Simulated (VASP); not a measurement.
# CdS (F-43m) in VASP: single point with r2SCAN

Aim: the single point of CdS with r2SCAN.

All numbers are computed with VASP 6.6.1; they aren't measurements. Logs are shortened: lines on timing, memory, paths and dates and some standing lists are left out, and cuts for length are marked.

## (1) The cell of the first run

It takes space group F-43m (No. 216, cubic). The conventional cell has a = 5.878 Å, b = 5.878 Å, c = 5.878 Å, α = 90.00°, β = 90.00°, γ = 90.00°. Within 3.4 Å of Cd (site symmetry -43m) lie 4 S at 2.55 Å. Within 3.4 Å of S (site symmetry -43m) lie 4 Cd at 2.55 Å.

## (2) Single point, r2SCAN

POSCAR

```
CdS
1.0
    0.0000000000      2.9392148400      2.9392148400
    2.9392148400      0.0000000000      2.9392148400
    2.9392148400      2.9392148400      0.0000000000
Cd S
1 1
Direct
    0.0000000000      0.0000000000      0.0000000000
    0.2500000000      0.2500000000      0.2500000000
```

INCAR.step1

```
SYSTEM = CdS
PREC     = Accurate       ! precision mode
ENCUT    = 700            ! plane-wave cutoff, eV
ISMEAR   = 0              ! smearing method
SIGMA    = 0.5            ! smearing width, eV
LREAL    = .False.        ! projectors in reciprocal space
LASPH    = .True.         ! aspherical terms in the spheres
NELM     = 120            ! most SCF steps
NBANDS   = 20             ! bands
GGA      = PE             ! functional
ALGO     = Normal         ! electronic algorithm
EDIFF    = 1E-5           ! SCF threshold, eV
LWAVE    = .True.         ! write WAVECAR
LCHARG   = .False.        ! write CHGCAR
GGA_COMPAT= .False.
```

INCAR.step2

```
SYSTEM = CdS
PREC     = Accurate       ! precision mode
ENCUT    = 700            ! plane-wave cutoff, eV
EDIFF    = 1E-6           ! SCF threshold, eV
ISMEAR   = 0              ! smearing method
SIGMA    = 0.5            ! smearing width, eV
LREAL    = .False.        ! projectors in reciprocal space
LASPH    = .True.         ! aspherical terms in the spheres
NELM     = 120            ! most SCF steps
ALGO     = Normal         ! electronic algorithm
ISIF     = 2              ! what is computed and relaxed
LWAVE    = .False.        ! write WAVECAR
LCHARG   = .False.        ! write CHGCAR
METAGGA  = R2SCAN         ! meta-GGA
LMIXTAU  = .True.       
NBANDS   = 20             ! bands
ISTART   = 1            
GGA_COMPAT= .False.
```

KPOINTS

```
regular mesh
0
Gamma
  6 6 6
  0 0 0
```

Potentials or basis: VASP PAW PBE potentials, release 64 (Cd_sv_GW, S).

Run with:

```console
> cat potpaw_PBE.64/Cd_sv_GW/POTCAR potpaw_PBE.64/S/POTCAR > POTCAR
> cp INCAR.step1 INCAR
> mpirun -np 1 vasp_std > vasp.out
> cp INCAR.step2 INCAR
> mpirun -np 1 vasp_std > vasp.out
```

OUTCAR:

```text
SYSTEM = CdS
   PREC = Accurate
   ENCUT = 700
   EDIFF = 1E-6
   ISMEAR = 0
   LREAL = .False.
   LASPH = .True.
   NELM = 120
   ISIF = 2
   METAGGA = R2SCAN
   ISTART = 1

 ion  position               nearest neighbor table
   1  0.000  0.000  0.000-   2 2.55   2 2.55   2 2.55   2 2.55
   2  0.250  0.250  0.250-   1 2.55   1 2.55   1 2.55   1 2.55

  LATTYP: Found a face centered cubic cell.
 ALAT       =     5.8784296800

  Lattice vectors:

 A1 = (   0.0000000000,   2.9392148400,   2.9392148400)
 A2 = (   2.9392148400,   0.0000000000,   2.9392148400)
 A3 = (   2.9392148400,   2.9392148400,   0.0000000000)

Analysis of symmetry for initial positions (statically):
=====================================================================
 Subroutine PRICEL returns:
 Original cell was already a primitive cell.

 Routine SETGRP: Setting up the symmetry group for a
 face centered cubic supercell.

 Subroutine GETGRP returns: Found 24 space group operations
 (whereof 24 operations were pure point group operations)
 out of a pool of 48 trial point group operations.

The static configuration has the point symmetry T_d .

Analysis of symmetry for dynamics (positions and initial velocities):
=====================================================================
 Subroutine PRICEL returns:
 Original cell was already a primitive cell.

 Routine SETGRP: Setting up the symmetry group for a
 face centered cubic supercell.

 Subroutine GETGRP returns: Found 24 space group operations
 (whereof 24 operations were pure point group operations)
 out of a pool of 48 trial point group operations.

The dynamic configuration has the point symmetry T_d .

 Subroutine INISYM returns: Found 24 space group operations
 (whereof 24 operations are pure point group operations),
 and found     1 'primitive' translations

----------------------------------------------------------------------------------------

                                     Primitive cell

  volume of cell :      50.7837

  direct lattice vectors                    reciprocal lattice vectors
     0.000000000  2.939214840  2.939214840    -0.170113458  0.170113458  0.170113458
     2.939214840  0.000000000  2.939214840     0.170113458 -0.170113458  0.170113458
     2.939214840  2.939214840  0.000000000     0.170113458  0.170113458 -0.170113458

  length of vectors
     4.156677489  4.156677489  4.156677489     0.294645152  0.294645152  0.294645152

  position of ions in fractional coordinates (direct lattice)
     0.000000000  0.000000000  0.000000000
     0.250000000  0.250000000  0.250000000

  ion indices of the primitive-cell ions
   primitive index   ion index
                 1           1
                 2           2

----------------------------------------------------------------------------------------

 KPOINTS: regular mesh

Automatic generation of k-mesh.
 Grid dimensions read from file:
 generate k-points for:    6    6    6

 Generating k-lattice:

  Cartesian coordinates                     Fractional coordinates (reciprocal lattice)
    -0.028352243  0.028352243  0.028352243     0.166666667  0.000000000  0.000000000
     0.028352243 -0.028352243  0.028352243     0.000000000  0.166666667  0.000000000
     0.028352243  0.028352243 -0.028352243     0.000000000  0.000000000  0.166666667

  Length of vectors
     0.049107525  0.049107525  0.049107525

  Shift w.r.t. Gamma in fractional coordinates (k-lattice)
     0.000000000  0.000000000  0.000000000

 Subroutine IBZKPT returns following result:
 ===========================================

 Found     16 irreducible k-points:

 Following reciprocal coordinates:
            Coordinates               Weight
  0.000000  0.000000  0.000000      1.000000
  0.166667  0.000000  0.000000      8.000000
  0.333333  0.000000  0.000000      8.000000
  0.500000  0.000000  0.000000      4.000000
  0.166667  0.166667  0.000000      6.000000
  0.333333  0.166667  0.000000     24.000000
[... 8 lines left out ...]
 -0.333333  0.333333  0.166667     24.000000
 -0.333333  0.500000  0.166667     12.000000
   k-points           NKPTS =     16   k-points in BZ     NKDIM =     16   number of bands    NBANDS=     20
   number of dos      NEDOS =    301   number of ions     NIONS =      2
   total plane-waves  NPLWV =  46656
   dimension x,y,z NGX =    36 NGY =   36 NGZ =   36
   dimension x,y,z NGXF=    72 NGYF=   72 NGZF=   72
   ions per type =               1   1
   NGX,Y,Z   is equivalent  to a cutoff of  14.40, 14.40, 14.40 a.u.
   NGXF,Y,Z  is equivalent  to a cutoff of  28.80, 28.80, 28.80 a.u.
 SYSTEM =  CdS
   PREC   = accura    normal or accurate (medium, high low for compatibility)
   ISTART =      1    job   : 0-new  1-cont  2-samecut
   ICHARG =      0    charge: 1-file 2-atom 10-const
   ISPIN  =      1    spin polarized calculation?
   LNONCOLLINEAR =      F non collinear calculations
   LSORBIT =      F    spin-orbit coupling
   LASPH  =      T    aspherical Exc in radial PAW
   ENCUT  =  700.0 eV  51.45 Ry    7.17 a.u.   8.97  8.97  8.97*2*pi/ulx,y,z
   NELM   =    120;   NELMIN=  2; NELMDL=  0     # of ELM steps
   EDIFF  = 0.1E-05   stopping-criterion for ELM
   LREAL  =      F    real-space projection
   EDIFFG = 0.1E-04   stopping-criterion for IOM
   NSW    =      0    number of steps for IOM
   IBRION =     -1    ionic relax: 0-MD 1-quasi-New 2-CG
   NFREE  =      0    steps in history (QN), initial steepest desc. (CG)
   ISIF   =      2    stress and relaxation
   ISYM   =      2    0-nonsym 1-usesym 2-fastsym
   POTIM  = 0.5000    time-step for ionic-motion
   TEBEG  =    0.0;   TEEND  =   0.0 temperature during run
   PSTRESS=    0.0 pullay stress
   NELECT =      26.0000    total number of electrons
   NUPDOWN=      -1.0000    fix difference up-down
   EMIN   =  10.00;   EMAX   =-10.00  energy-range for DOS
   EFERMI =   0.00;   METHOD = LEGACY
   ISMEAR =     0;   SIGMA  =   0.50  broadening in eV -4-tet -1-fermi 0-gaus
   EFERMI_NEDOS =   21; number of points for ismear=-14 and -15
   IALGO  =     38    algorithm
   IMIX   =      4    mixing-type and parameters
     AMIX     =   0.40;   BMIX     =  1.00
     AMIX_MAG =   1.60;   BMIX_MAG =  1.00
  volume/ion in A,a.u.               =      25.39       171.35
  Fermi-wavevector in a.u.,A,eV,Ry     =   1.309658  2.474895 23.336774  1.715204
  Thomas-Fermi vector in A             =   2.440242
   LORBIT       =      0    0 simple, 1 ext, 2 COOP (PROOUT), +10 PAW based schemes
   METAGGA = R2SCAN    functional components
   LHFCALC =     F    Hartree Fock is set to
   AEXX    =    0.0000 exact exchange contribution
   IVDW    =     0    specifies the selected vdW correction
   LEPSILON=     F    determine dielectric tensor
   LRPA    =     F    only Hartree local field effects (RPA)
 non-spin polarized calculation
 Gauss-broadening in eV      SIGMA  =   0.50
  energy-cutoff  :      700.00
  volume of cell :       50.78
 maximum number of plane-waves:      2158
   NGX = 17   NGY = 17   NGZ = 17

 number of electron      26.0000001 magnetization

 Free energy of the ion-electron system (eV)
  ---------------------------------------------------
  ext. energy  EPLUGINS =         0.00000000
  ---------------------------------------------------
  free energy    TOTEN  =       -29.74804968 eV

  energy without entropy =      -29.74743096  energy(sigma->0) =      -29.74774032

 E-fermi :   3.2525     XC(G=0):  -9.7360

 val. band max:        2.3506037354   @ k =   0.0000   0.0000   0.0000
 cond. band min:       3.8933295306   @ k =   0.0000   0.0000   0.0000
 fundamental gap:      1.5427257952
 Fermi energy:         3.2525446772

 k-point     1 :       0.0000    0.0000    0.0000
  band No.  band energies     occupation
      1    -101.7236      2.00000
      2     -61.8821      2.00000
      3     -61.8821      2.00000
      4     -61.8821      2.00000
      5     -10.3645      2.00000
      6      -5.5638      2.00000
[... 12 lines left out ...]
     19      14.3417      0.00000
     20      14.3417      0.00000

 k-point     2 :       0.1667    0.0000    0.0000
  band No.  band energies     occupation
      1    -101.7236      2.00000
      2     -61.8823      2.00000
      3     -61.8822      2.00000
      4     -61.8822      2.00000
      5     -10.2628      2.00000
      6      -5.5270      2.00000
[... 12 lines left out ...]
     19      13.5023      0.00000
     20      14.5439      0.00000

 k-point     3 :       0.3333    0.0000    0.0000
  band No.  band energies     occupation
      1    -101.7236      2.00000
      2     -61.8826      2.00000
      3     -61.8822      2.00000
      4     -61.8822      2.00000
      5     -10.0586      2.00000
      6      -5.4661      2.00000
[... 12 lines left out ...]
     19      13.9424      0.00000
     20      13.9424      0.00000

 k-point     4 :       0.5000    0.0000    0.0000
  band No.  band energies     occupation
      1    -101.7236      2.00000
      2     -61.8827      2.00000
      3     -61.8822      2.00000
      4     -61.8822      2.00000
      5      -9.9572      2.00000
      6      -5.4444      2.00000
[... 12 lines left out ...]
     19      15.4018      0.00000
     20      15.4018      0.00000

 k-point     5 :       0.1667    0.1667    0.0000
  band No.  band energies     occupation
      1    -101.7236      2.00000
      2     -61.8823      2.00000
      3     -61.8822      2.00000
      4     -61.8822      2.00000
      5     -10.2293      2.00000
      6      -5.4890      2.00000
[... 12 lines left out ...]
     19      14.5020      0.00000
     20      16.2134      0.00000
[... 169 lines left out ...]
      6      -5.3339      2.00000
[... 12 lines left out ...]
     19      15.1316      0.00000
     20      16.3225      0.00000

 k-point    14 :       0.5000    0.3333    0.1667
  band No.  band energies     occupation
      1    -101.7236      2.00000
      2     -61.8826      2.00000
      3     -61.8824      2.00000
      4     -61.8823      2.00000
      5      -9.9283      2.00000
      6      -5.3769      2.00000
[... 12 lines left out ...]
     19      15.8866      0.00000
     20      16.1288      0.00000

 k-point    15 :      -0.3333    0.3333    0.1667
  band No.  band energies     occupation
      1    -101.7236      2.00000
      2     -61.8826      2.00000
      3     -61.8825      2.00000
      4     -61.8823      2.00000
      5      -9.8638      2.00000
      6      -5.3695      2.00000
[... 12 lines left out ...]
     19      15.3127      0.00000
     20      16.2103      0.00000

 k-point    16 :      -0.3333    0.5000    0.1667
  band No.  band energies     occupation
      1    -101.7236      2.00000
      2     -61.8826      2.00000
      3     -61.8824      2.00000
      4     -61.8824      2.00000
      5      -9.8323      2.00000
      6      -5.3303      2.00000
[... 12 lines left out ...]
     19      16.0943      0.00000
     20      16.1342      0.00000

------------------------ aborting loop because EDIFF is reached ----------------------------------------

  FORCE on cell =-STRESS in cart. coord.  units (eV):
  Direction    XX          YY          ZZ          XY          YZ          ZX
  --------------------------------------------------------------------------------------
  -------------------------------------------------------------------------------------
  Total       -0.0240720     -0.0240720     -0.0240720      0.0000000     -0.0000000     -0.0000000
  in kB       -0.7594493     -0.7594493     -0.7594493      0.0000000     -0.0000000     -0.0000000
  external PRESSURE =      -0.7594493 kB  Pullay stress =       0.0000000 kB

 VOLUME and BASIS-vectors are now :
 -----------------------------------------------------------------------------
  energy-cutoff  :      700.00
  volume of cell :       50.78
      direct lattice vectors                 reciprocal lattice vectors
     0.000000000  2.939214840  2.939214840    -0.170113458  0.170113458  0.170113458
     2.939214840  0.000000000  2.939214840     0.170113458 -0.170113458  0.170113458
     2.939214840  2.939214840  0.000000000     0.170113458  0.170113458 -0.170113458

 POSITION                                       TOTAL-FORCE (eV/Angst)
 -----------------------------------------------------------------------------------
      0.00000      0.00000      0.00000        -0.000000     -0.000000     -0.000000
      1.46961      1.46961      1.46961         0.000000      0.000000      0.000000
 -----------------------------------------------------------------------------------
    total drift:                               -0.000000     -0.000000     -0.000000

  FREE ENERGIE OF THE ION-ELECTRON SYSTEM (eV)
  ---------------------------------------------------
  free  energy   TOTEN  =       -29.7480496814 eV

  energy  without entropy=      -29.7474309640  energy(sigma->0) =      -29.74774032
```

Wall time 1.9 min (1 thread of AMD EPYC 7R43 (Zen 3), shared host); peak memory 0.19 GiB.

Results:

```
Free energy            : -29.7480 eV
Pressure               : -0.1 GPa
Band gap on the k mesh : 1.54 eV
```

Levels at points of the mesh, in eV from the valence-band top:
| k point | band 11 | band 12 | band 13 | band 14 | band 15 | band 16 |
| --- | --- | --- | --- | --- | --- | --- |
| (0.00, 0.00, 0.00) | 0.00 | 0.00 | 0.00 | 1.54 | 7.09 | 7.09 |
| (0.50, 0.00, 0.00) | -4.30 | -0.73 | -0.73 | 3.45 | 7.49 | 7.49 |
| (0.50, 0.50, 0.00) | -3.86 | -1.83 | -1.83 | 3.89 | 4.74 | 9.65 |

Caveat: so wide a smearing shifts energies and pressures; the structure was generated, so it needn't be the stable form of CdS; the PAW data sets were made with another functional, which shifts forces and pressure a little.
